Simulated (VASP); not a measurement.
# Ag in VASP: single point with PBE+D3(BJ)

Aim: the single point of Ag with PBE+D3(BJ).

All numbers are computed with VASP 6.6.1; they aren't measurements. Logs are shortened: lines on timing, memory, paths and dates and some standing lists are left out, and cuts for length are marked.

## 1. The cell of the first run

The cell holds a slab with vacuum, 16 atoms: a = 5.761 Å, b = 5.761 Å, c = 24.055 Å, α = 90.00°, β = 90.00°, γ = 120.00°.

## 2. Single point, PBE+D3(BJ)

The input, INCAR:

```
SYSTEM = Ag
PREC = Accurate
ENCUT = 520
EDIFF = 1E-6
ISMEAR = 0
SIGMA = 0.1
LREAL = Auto
LASPH = .TRUE.
NELM = 100
ALGO = Fast
ISIF = 2
LWAVE = .FALSE.
LCHARG = .FALSE.
LDIPOL = .TRUE.
IDIPOL = 3
DIPOL = 0.5 0.5 0.500
GGA = PE
IVDW = 12
NBANDS = 102
```

The input, KPOINTS:

```
regular mesh
0
G
  6 6 1
  0 0 0
```

The input, POSCAR:

```
Ag
1.0
    5.7606259190      0.0000000000      0.0000000000
   -2.8803129595      4.9888483875      0.0000000000
    0.0000000000      0.0000000000     24.0552970503
Ag
16
Direct
    0.3333333333      0.1666666667      0.3533525270
    0.3333333333      0.6666666667      0.3533525270
    0.8333333333      0.1666666667      0.3533525270
    0.8333333333      0.6666666667      0.3533525270
    0.6666666667      0.3333333333      0.4511175090
    0.6666666667      0.8333333333      0.4511175090
    0.1666666667      0.3333333333      0.4511175090
    0.1666666667      0.8333333333      0.4511175090
    0.0000000000      0.5000000000      0.5479499012
    0.0000000000      0.0000000000      0.5479499012
    0.5000000000      0.5000000000      0.5479499012
    0.5000000000      0.0000000000      0.5479499012
    0.3333333333      0.6666666667      0.6462142036
    0.3333333333      0.1666666667      0.6462142036
    0.8333333333      0.6666666667      0.6462142036
    0.8333333333      0.1666666667      0.6462142036
```

Potentials or basis: VASP PAW PBE potentials, release 64 (Ag).

Launch:

```sh
> cat potpaw_PBE.64/Ag/POTCAR > POTCAR
> mpirun -np 1 vasp_std > vasp.out
```

OUTCAR:

```text
SYSTEM = Ag
   PREC = Accurate
   ENCUT = 520
   EDIFF = 1E-6
   ISMEAR = 0
   LREAL = Auto
   LASPH = .TRUE.
   NELM = 100
   ISIF = 2
   GGA = PE
   IVDW = 12
 IVDW          = 12

 ion  position               nearest neighbor table
   1  0.333  0.167  0.353-   7 2.88   8 2.88   5 2.88   4 2.88   2 2.88   2 2.88   4 2.88   3 2.88
                             3 2.88
   2  0.333  0.667  0.353-   8 2.88   7 2.88   6 2.88   3 2.88   1 2.88   1 2.88   3 2.88   4 2.88
                             4 2.88
   3  0.833  0.167  0.353-   5 2.88   6 2.88   7 2.88   4 2.88   2 2.88   4 2.88   2 2.88   1 2.88
                             1 2.88
   4  0.833  0.667  0.353-   6 2.88   5 2.88   8 2.88   3 2.88   1 2.88   3 2.88   1 2.88   2 2.88
                             2 2.88
   5  0.667  0.333  0.451-  12 2.86   9 2.86  11 2.86   3 2.88   4 2.88   1 2.88   8 2.88   6 2.88
                             6 2.88   8 2.88   7 2.88   7 2.88
   6  0.667  0.833  0.451-  11 2.86  10 2.86  12 2.86   4 2.88   3 2.88   2 2.88   7 2.88   5 2.88
                             5 2.88   7 2.88   8 2.88   8 2.88
   7  0.167  0.333  0.451-  10 2.86  11 2.86   9 2.86   1 2.88   2 2.88   3 2.88   8 2.88   6 2.88
                             8 2.88   6 2.88   5 2.88   5 2.88
   8  0.167  0.833  0.451-   9 2.86  12 2.86  10 2.86   2 2.88   1 2.88   4 2.88   7 2.88   5 2.88
                             7 2.88   5 2.88   6 2.88   6 2.88
   9  0.000  0.500  0.548-   8 2.86   5 2.86   7 2.86  10 2.88  12 2.88  10 2.88  12 2.88  11 2.88
[... 22 lines left out ...]
 A1 = (   5.7606259190,   0.0000000000,   0.0000000000)
 A2 = (  -2.8803129595,   4.9888483875,   0.0000000000)
 A3 = (   0.0000000000,   0.0000000000,  24.0552970503)

Analysis of symmetry for initial positions (statically):
=====================================================================
 Subroutine PRICEL returns following result:

  LATTYP: Found a hexagonal cell.
 ALAT       =     2.8803129595
 C/A-ratio  =     8.3516261561

  Lattice vectors:

 A1 = (   2.8803129595,   0.0000000000,   0.0000000000)
 A2 = (  -1.4401564798,   2.4944241938,   0.0000000000)
 A3 = (   0.0000000000,   0.0000000000,  24.0552970503)

   4 primitive cells build up your supercell.

 Routine SETGRP: Setting up the symmetry group for a
 hexagonal supercell.

 Subroutine GETGRP returns: Found  6 space group operations
 (whereof  6 operations were pure point group operations)
 out of a pool of 24 trial point group operations.

The static configuration has the point symmetry C_3v.

Analysis of symmetry for dynamics (positions and initial velocities):
=====================================================================
 Subroutine PRICEL returns following result:

  LATTYP: Found a hexagonal cell.
 ALAT       =     2.8803129595
 C/A-ratio  =     8.3516261561

  Lattice vectors:

 A1 = (   2.8803129595,   0.0000000000,   0.0000000000)
[... 120 lines left out ...]
  Fermi-wavevector in a.u.,A,eV,Ry     =   1.037573  1.960729 14.647468  1.076559
  Thomas-Fermi vector in A             =   2.172017
   LORBIT       =      0    0 simple, 1 ext, 2 COOP (PROOUT), +10 PAW based schemes
   GGA     = PE    functional components
   LHFCALC =     F    Hartree Fock is set to
   AEXX    =    0.0000 exact exchange contribution
   IVDW    =    12    specifies the selected vdW correction
   LEPSILON=     F    determine dielectric tensor
   LRPA    =     F    only Hartree local field effects (RPA)
 non-spin polarized calculation
 RMM-DIIS sequential band-by-band and
 Gauss-broadening in eV      SIGMA  =   0.10
  energy-cutoff  :      520.00
  volume of cell :      691.32
 maximum number of plane-waves:     18677
 NGX is ok and might be reduce to    48
   NGX = 21   NGY = 21   NGZ = 89

 dipolmoment           0.000000      0.000000     -0.000205 electrons x Angstroem

 number of electron     175.9999982 magnetization

 dipolmoment           0.000000      0.000000      0.000792 electrons x Angstroem

 Free energy of the ion-electron system (eV)
  ---------------------------------------------------
  ext. energy  EPLUGINS =         0.00000000
  ---------------------------------------------------
  free energy    TOTEN  =       -40.72870395 eV

  energy without entropy =      -40.70708320  energy(sigma->0) =      -40.71789358

 E-fermi :   0.6291     XC(G=0):  -5.5035

 val. band max:        0.6022858176   @ k =   0.3333  -0.0000   0.0000
 cond. band min:       0.7536789130   @ k =   0.0000   0.0000   0.0000
 fundamental gap:      0.1513930954
 Fermi energy:         0.6290850213

 k-point     1 :       0.0000    0.0000    0.0000
  band No.  band energies     occupation
      1      -6.7998      2.00000
      2      -5.9033      2.00000
      3      -5.6604      2.00000
      4      -5.6604      2.00000
      5      -5.6604      2.00000
      6      -5.6412      2.00000
[... 710 lines left out ...]
     99       5.0211      0.00000
    100       5.0232      0.00000
 [bands above 100 left out]

------------------------ aborting loop because EDIFF is reached ----------------------------------------

 vacuum level on the upper side and lower side of the slab       (xc-potential included)        -0.122        -0.126

 Edisp (eV)   -7.24648

 E8    (eV) :    -3.2767

  FORCE on cell =-STRESS in cart. coord.  units (eV):
  Direction    XX          YY          ZZ          XY          YZ          ZX
  --------------------------------------------------------------------------------------
  -------------------------------------------------------------------------------------
  Total      -2.23970    -2.23970     0.03691     0.00000     0.00000     0.00000
  in kB      -5.19062    -5.19062     0.08554     0.00000     0.00000     0.00000
  external pressure =       -3.43 kB  Pullay stress =        0.00 kB

 VOLUME and BASIS-vectors are now :
 -----------------------------------------------------------------------------
  energy-cutoff  :      520.00
  volume of cell :      691.32
      direct lattice vectors                 reciprocal lattice vectors
     5.760625919  0.000000000  0.000000000     0.173592247  0.100223531  0.000000000
    -2.880312959  4.988848388  0.000000000     0.000000000  0.200447062  0.000000000
     0.000000000  0.000000000 24.055297050     0.000000000  0.000000000  0.041570886

 POSITION                                       TOTAL-FORCE (eV/Angst)
 -----------------------------------------------------------------------------------
      1.44016      0.83147      8.50000         0.000000     -0.000000     -0.033853
     -0.00000      3.32590      8.50000         0.000000     -0.000000     -0.033853
      4.32047      0.83147      8.50000         0.000000      0.000000     -0.033853
      2.88031      3.32590      8.50000        -0.000000     -0.000000     -0.033853
      2.88031      1.66295     10.85177         0.000000     -0.000000      0.036684
      1.44016      4.15737     10.85177         0.000000     -0.000000      0.036684
[... 8 lines left out ...]
      2.88031      3.32590     15.54487        -0.000000     -0.000000     -0.004470
      4.32047      0.83147     15.54487        -0.000000     -0.000000     -0.004470
 -----------------------------------------------------------------------------------
    total drift:                                0.000000     -0.000001     -0.000444

  FREE ENERGIE OF THE ION-ELECTRON SYSTEM (eV)
  ---------------------------------------------------
  free  energy   TOTEN  =       -47.9751849175 eV

  energy  without entropy=      -47.9535641685  energy(sigma->0) =      -47.96437454

 vacuum level on the upper side and lower side of the slab         5.057         5.053
```

stdout:

```text
POSCAR found type information on POSCAR Ag
 POSCAR found :  1 types and      16 ions
 scaLAPACK will be used
 LDA part: xc-table for (Slater+PW92), standard interpolation
 POSCAR, INCAR and KPOINTS ok, starting setup
 FFT: planning ... GRIDC
 FFT: planning ... GRID_SOFT
 FFT: planning ... GRID
 WAVECAR not read
 entering main loop
```

Run time: 31 min. Hardware: 1 thread of Oxide Virtual Turin-like, shared host; peak memory 0.88 GiB.

What came out:

| Quantity | Value |
| --- | --- |
| Free energy | -47.9752 eV |
| Largest force | 0.037 eV/Å |
| Band gap on the k mesh | zero (bands 88 and 89 overlap by 1.08 eV) |
| Dispersion energy per atom | -0.453 eV |

Forces on the atoms (eV/Å):
```
Ag   0.000  0.000 -0.034
Ag   0.000  0.000 -0.034
Ag   0.000  0.000 -0.034
Ag   0.000  0.000 -0.034
Ag   0.000  0.000  0.037
Ag   0.000  0.000  0.037
Ag   0.000  0.000  0.037
Ag   0.000  0.000  0.037
Ag   0.000  0.000  0.002
Ag   0.000  0.000  0.002
Ag   0.000  0.000  0.002
Ag   0.000  0.000  0.002
Ag   0.000  0.000 -0.004
Ag   0.000  0.000 -0.004
Ag   0.000  0.000 -0.004
Ag   0.000  0.000 -0.004
```

Levels at points of the mesh, in eV from the Fermi level:
| k point | band 86 | band 87 | band 88 | band 89 | band 90 | band 91 |
| --- | --- | --- | --- | --- | --- | --- |
| (0.00, 0.00, 0.00) | 0.12 | 0.12 | 0.24 | 0.94 | 0.94 | 0.94 |
| (0.50, 0.00, 0.00) | -1.40 | -0.28 | -0.28 | 0.51 | 0.51 | 0.87 |

The gap in the log of VASP goes by the Fermi energy; the results here count the filled bands.